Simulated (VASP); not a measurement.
# Li2O (Fm-3m) in VASP: further runs

Aim: see how the results for Li2O move with the level of theory and the settings. Levels: PBE, BLYP. Tasks: single point.

Everything below comes from runs of VASP 6.6.1. Logs are shortened: lines on timing, memory, paths and dates and some standing lists are left out, and cuts for length are marked.

### Step 1. The cell of the first run

It takes space group Fm-3m (No. 225, cubic). The conventional cell has a = 4.654 Å, b = 4.654 Å, c = 4.654 Å, α = 90.00°, β = 90.00°, γ = 90.00°. Within 2.7 Å of Li (site symmetry -43m) lie 4 O at 2.02 Å and 6 Li at 2.33 Å. O (site symmetry m-3m) has 8 Li at 2.02 Å within 2.7 Å.

### Step 2. Single point, PBE

File INCAR:

```
PREC = Accurate
ENCUT = 750
EDIFF = 1E-6
ISMEAR = 0
SIGMA = 0.01
LREAL = F
LASPH = T
NELM = 120
ALGO = Normal
ISIF = 2
LWAVE = F
LCHARG = F
GGA = PE
ISYM = 0
NBANDS = 13
GGA_COMPAT = F
```

File KPOINTS:

```
Automatic mesh
0
Gamma
  2 2 2
  0.25 0.25 0.25
```

File POSCAR:

```
Li2O
1.0
    0.0000000000      2.3268543819      2.3268543819
    2.3268543819      0.0000000000      2.3268543819
    2.3268543819      2.3268543819      0.0000000000
Li O
2 1
Direct
    0.7500000000      0.7500000000      0.7500000000
    0.2500000000      0.2500000000      0.2500000000
    0.0000000000      0.0000000000      0.0000000000
```

Potentials or basis: VASP PAW PBE potentials, release 64 (Li_sv, O).

On the command line:

```bash
> cat potpaw_PBE.64/Li_sv/POTCAR potpaw_PBE.64/O/POTCAR > POTCAR
> mpirun -np 1 vasp_std > vasp.out
```

OUTCAR:

```text
PREC = Accurate
   ENCUT = 750
   EDIFF = 1E-6
   ISMEAR = 0
   LREAL = F
   LASPH = T
   NELM = 120
   ISIF = 2
   GGA = PE
   ISYM = 0

 ion  position               nearest neighbor table
   1  0.750  0.750  0.750-   3 2.02   3 2.02   3 2.02   3 2.02   2 2.33   2 2.33   2 2.33   2 2.33
                             2 2.33   2 2.33
   2  0.250  0.250  0.250-   3 2.02   3 2.02   3 2.02   3 2.02   1 2.33   1 2.33   1 2.33   1 2.33
                             1 2.33   1 2.33
   3  0.000  0.000  0.000-   1 2.02   1 2.02   1 2.02   1 2.02   2 2.02   2 2.02   2 2.02   2 2.02

IMPORTANT INFORMATION: All symmetrisations will be switched off!
NOSYMM: (Re-)initialisation of all symmetry stuff for point group C_1.

----------------------------------------------------------------------------------------

                                     Primitive cell

  volume of cell :      25.1963

  direct lattice vectors                    reciprocal lattice vectors
     0.000000000  2.326854382  2.326854382    -0.214882377  0.214882377  0.214882377
     2.326854382  0.000000000  2.326854382     0.214882377 -0.214882377  0.214882377
     2.326854382  2.326854382  0.000000000     0.214882377  0.214882377 -0.214882377

  length of vectors
     3.290669025  3.290669025  3.290669025     0.372187194  0.372187194  0.372187194

  position of ions in fractional coordinates (direct lattice)
     0.750000000  0.750000000  0.750000000
     0.250000000  0.250000000  0.250000000
     0.000000000  0.000000000  0.000000000

  ion indices of the primitive-cell ions
   primitive index   ion index
                 1           1
                 2           2
                 3           3

----------------------------------------------------------------------------------------

 KPOINTS: Automatic mesh

Automatic generation of k-mesh.
 Grid dimensions read from file:
 generate k-points for:    2    2    2

 Generating k-lattice:

  Cartesian coordinates                     Fractional coordinates (reciprocal lattice)
    -0.107441188  0.107441188  0.107441188     0.500000000  0.000000000  0.000000000
     0.107441188 -0.107441188  0.107441188     0.000000000  0.500000000  0.000000000
     0.107441188  0.107441188 -0.107441188     0.000000000  0.000000000  0.500000000

  Length of vectors
     0.186093597  0.186093597  0.186093597

  Shift w.r.t. Gamma in fractional coordinates (k-lattice)
     0.250000000  0.250000000  0.250000000

[... 54 lines left out ...]
   IBRION =     -1    ionic relax: 0-MD 1-quasi-New 2-CG
   NFREE  =      0    steps in history (QN), initial steepest desc. (CG)
   ISIF   =      2    stress and relaxation
   ISYM   =      0    0-nonsym 1-usesym 2-fastsym
   POTIM  = 0.5000    time-step for ionic-motion
   TEBEG  =    0.0;   TEEND  =   0.0 temperature during run
   PSTRESS=    0.0 pullay stress
   NELECT =      12.0000    total number of electrons
   NUPDOWN=      -1.0000    fix difference up-down
   EMIN   =  10.00;   EMAX   =-10.00  energy-range for DOS
   EFERMI =   0.00;   METHOD = LEGACY
   ISMEAR =     0;   SIGMA  =   0.01  broadening in eV -4-tet -1-fermi 0-gaus
   EFERMI_NEDOS =   21; number of points for ismear=-14 and -15
   IALGO  =     38    algorithm
   IMIX   =      4    mixing-type and parameters
     AMIX     =   0.40;   BMIX     =  1.00
     AMIX_MAG =   1.60;   BMIX_MAG =  1.00
  volume/ion in A,a.u.               =       8.40        56.68
  Fermi-wavevector in a.u.,A,eV,Ry     =   1.278467  2.415951 22.238406  1.634477
  Thomas-Fermi vector in A             =   2.411008
   LORBIT       =      0    0 simple, 1 ext, 2 COOP (PROOUT), +10 PAW based schemes
   GGA     = PE    functional components
   LHFCALC =     F    Hartree Fock is set to
   AEXX    =    0.0000 exact exchange contribution
   IVDW    =     0    specifies the selected vdW correction
   LEPSILON=     F    determine dielectric tensor
   LRPA    =     F    only Hartree local field effects (RPA)
 non-spin polarized calculation
 Gauss-broadening in eV      SIGMA  =   0.01
  energy-cutoff  :      750.00
  volume of cell :       25.20
 maximum number of plane-waves:      1197
 NGX is ok and might be reduce to    30
   NGX = 15   NGY = 15   NGZ = 15

 number of electron      11.9999997 magnetization

 Free energy of the ion-electron system (eV)
  ---------------------------------------------------
  ext. energy  EPLUGINS =         0.00000000
  ---------------------------------------------------
  free energy    TOTEN  =       -14.17029811 eV

  energy without entropy =      -14.17029811  energy(sigma->0) =      -14.17029811

 E-fermi :   1.3893     XC(G=0):  -9.6240

 val. band max:        1.2843209218   @ k =   0.0000   0.1250   0.0000
 cond. band min:       6.7833300595   @ k =   0.0000  -0.3750   0.5000
 fundamental gap:      5.4990091377
 Fermi energy:         1.3892720616

 k-point     1 :       0.1250    0.1250    0.1250
  band No.  band energies     occupation
      1     -41.8226      2.00000
      2     -41.5401      2.00000
      3     -14.0251      2.00000
      4       0.8413      2.00000
      5       1.2843      2.00000
      6       1.2843      2.00000
      7       6.8142      0.00000
      8      13.0610      0.00000
      9      13.2610      0.00000
     10      13.2610      0.00000
     11      18.6959      0.00000
     12      18.6959      0.00000
     13      20.5091      0.00000
[... 354 lines left out ...]
  band No.  band energies     occupation
      1     -41.7137      2.00000
      2     -41.6213      2.00000
      3     -13.7856      2.00000
      4      -0.3650      2.00000
      5      -0.0252      2.00000
      6       0.1094      2.00000
      7       6.7833      0.00000
      8      13.8706      0.00000
      9      14.4550      0.00000
     10      15.5300      0.00000
     11      16.8250      0.00000
     12      21.7270      0.00000
     13      22.8818      0.00000

 [... further k-points ...]
[... 5 lines left out ...]
  --------------------------------------------------------------------------------------
  -------------------------------------------------------------------------------------
  Total       -0.0943875     -0.0943885     -0.0943857     -0.0000001      0.0000037      0.0000022
  in kB       -6.0018798     -6.0019460     -6.0017686     -0.0000084      0.0002338      0.0001410
  external PRESSURE =      -6.0018648 kB  Pullay stress =       0.0000000 kB

 VOLUME and BASIS-vectors are now :
 -----------------------------------------------------------------------------
  energy-cutoff  :      750.00
  volume of cell :       25.20
      direct lattice vectors                 reciprocal lattice vectors
     0.000000000  2.326854382  2.326854382    -0.214882377  0.214882377  0.214882377
     2.326854382  0.000000000  2.326854382     0.214882377 -0.214882377  0.214882377
     2.326854382  2.326854382  0.000000000     0.214882377  0.214882377 -0.214882377

 POSITION                                       TOTAL-FORCE (eV/Angst)
 -----------------------------------------------------------------------------------
      3.49028      3.49028      3.49028        -0.000000      0.000002     -0.000001
      1.16343      1.16343      1.16343        -0.000000     -0.000001      0.000001
      0.00000      0.00000      0.00000         0.000000     -0.000000     -0.000000
 -----------------------------------------------------------------------------------
    total drift:                               -0.000000      0.000001      0.000000

  FREE ENERGIE OF THE ION-ELECTRON SYSTEM (eV)
  ---------------------------------------------------
  free  energy   TOTEN  =       -14.1702981128 eV

  energy  without entropy=      -14.1702981128  energy(sigma->0) =      -14.17029811
```

It used 24 s of CPU time on 1 thread of AMD EPYC 7R13 Processor (Zen 3), on a shared host.

Results:

```
Free energy            : -14.1703 eV
Pressure               : -0.6 GPa
Band gap on the k mesh : 5.50 eV, indirect (least direct gap 5.53 eV)
```

Caveat: the k points lie up to 1.17 Å⁻¹ apart. A k mesh can miss the band edges.

### Step 3. Single point, PBE, collinear spin, zero start

File INCAR:

```
PREC = Accurate ; ENCUT = 750
EDIFF = 1E-6 ; ISMEAR = 0
SIGMA = 0.1 ; LREAL = False
LASPH = True ; NELM = 200
ALGO = Normal ; ISIF = 2
LWAVE = False ; LCHARG = True
ISPIN = 2 ; MAGMOM = 0 0 0
LORBIT = 11 ; GGA = PE
LELF = True ; LVHAR = True
NBANDS = 17 ; GGA_COMPAT = False
```

File KPOINTS:

```
Automatic mesh
0
Gamma
  2 2 2
```

POSCAR is that of step 2.

Potentials or basis: VASP PAW PBE potentials, release 64 (Li_sv, O).

On the command line:

```bash
> cat potpaw_PBE.64/Li_sv/POTCAR potpaw_PBE.64/O/POTCAR > POTCAR
> mpirun -np 1 vasp_std > vasp.out
```

It used 13 s of CPU time on 1 thread of AMD EPYC 7R13 Processor (Zen 3), with other jobs on the host.

The run converged. Its results:

```yaml
Free_energy: -13.9648 eV
Pressure: 0.6 GPa
Band_gap_on_the_k_mesh: 4.75 eV, indirect (least direct gap 4.96 eV)
Net_moment: 0.00 μB per cell
Valence_electrons_inside_the_program's_atomic_spheres: Li 2.11; O 5.05
```

Levels at points of the mesh, in eV from the valence-band top:
Spin up:
| k point | band 2 | band 3 | band 4 | band 5 | band 6 | band 7 | band 8 | band 9 | band 10 | band 11 |
| --- | --- | --- | --- | --- | --- | --- | --- | --- | --- | --- |
| (0.00, 0.00, 0.00) | -43.09 | -15.41 | 0.00 | 0.00 | 0.00 | 4.96 | 11.55 | 11.55 | 11.55 | 18.55 |
| (0.50, 0.00, 0.00) | -43.23 | -15.18 | -2.81 | -0.45 | -0.45 | 9.01 | 9.39 | 11.70 | 11.70 | 17.38 |
| (0.50, 0.50, 0.00) | -43.17 | -15.13 | -1.64 | -1.40 | -1.40 | 4.75 | 13.19 | 13.19 | 14.32 | 15.24 |
Spin down:
| k point | band 4 | band 5 | band 6 | band 7 | band 8 | band 9 |
| --- | --- | --- | --- | --- | --- | --- |
| (0.00, 0.00, 0.00) | 0.00 | 0.00 | 0.00 | 4.96 | 11.55 | 11.55 |
| (0.50, 0.00, 0.00) | -2.81 | -0.45 | -0.45 | 9.01 | 9.39 | 11.70 |
| (0.50, 0.50, 0.00) | -1.64 | -1.40 | -1.40 | 4.75 | 13.19 | 13.19 |

Caveat: the k points lie up to 1.17 Å⁻¹ apart.

### Step 4. Single point, BLYP, collinear spin, zero start

File INCAR:

```
SYSTEM = Li2O
PREC = Accurate
ENCUT = 750
EDIFF = 1E-6
ISMEAR = -1
SIGMA = 0.1
LREAL = .False.
LASPH = .True.
NELM = 200
ALGO = Normal
ISIF = 2
LWAVE = .False.
LCHARG = .False.
ISPIN = 2
MAGMOM = 0 0 0
LORBIT = 11
GGA = B5
ALDAX = 1.0
AGGAX = 1.0
AGGAC = 1.0
ALDAC = 0.0
NBANDS = 17
ISYM = 0
GGA_COMPAT = .False.
```

File KPOINTS:

```
regular mesh
0
Gamma
  2 1 3
  0 0 0
```

POSCAR is that of step 3.

On the command line:

```bash
> cat potpaw_PBE.64/Li_sv/POTCAR potpaw_PBE.64/O/POTCAR > POTCAR
> mpirun -np 1 vasp_std > vasp.out
```

It used 29 s of CPU time on 1 thread of AMD EPYC 7R13 Processor (Zen 3), on a shared host.

It converged, with:

```
Free energy                                           : -12.8607 eV
Pressure                                              : 6.5 GPa
Band gap on the k mesh                                : 5.04 eV, direct
Net moment                                            : 0.00 μB per cell
Valence electrons inside the program's atomic spheres : Li 2.11; O 5.08
```

Stress tensor (GPa, compression positive):
```
12.20 -0.96 12.12
-0.96 -4.93  0.96
12.12  0.96 12.20
```

Levels at points of the mesh, in eV from the valence-band top:
Spin up:
```
           k point  band 2  band 3  band 4  band 5  band 6  band 7  band 8  band 9  band 10  band 11
(0.00, 0.00, 0.00)  -43.92  -15.35   -0.09   -0.01    0.00    5.04   11.33   11.35    11.42    18.41
(0.50, 0.00, 0.00)  -44.06  -15.11   -2.88   -0.50   -0.46    9.09    9.33   11.53    11.62    17.17
```
Spin down:
```
           k point  band 3  band 4  band 5  band 6  band 7  band 8  band 9  band 10
(0.00, 0.00, 0.00)  -15.35   -0.09   -0.01    0.00    5.04   11.33   11.35    11.42
(0.50, 0.00, 0.00)  -15.11   -2.88   -0.50   -0.46    9.09    9.33   11.53    11.62
```

Caveat: the k points lie up to 2.34 Å⁻¹ apart; the PAW data sets were made with another functional, which shifts forces and pressure a little.

### Step 5. Summary

```tsv
level	spin	k mesh	smearing	gap on the mesh (eV)	pressure (GPa)	moment (μB)
PBE	off	2 × 2 × 2, shifted	gaussian 0.01 eV	5.50	-0.6	-
PBE	collinear, zero start	2 × 2 × 2	gaussian 0.1 eV	4.75	0.6	0.00
BLYP	collinear, zero start	2 × 1 × 3	fermi-dirac 0.1 eV	5.04	6.5	0.00
```

Alike in all rows: task single point; potentials or basis VASP PAW PBE potentials, release 64 (Li_sv, O); cell as given; cutoff (eV) 750.

Caveats: all runs use coarse meshes; the PAW data sets were made with another functional, which shifts forces and pressure a little (some runs).

Absolute energies hang on the potentials; compare differences alone.
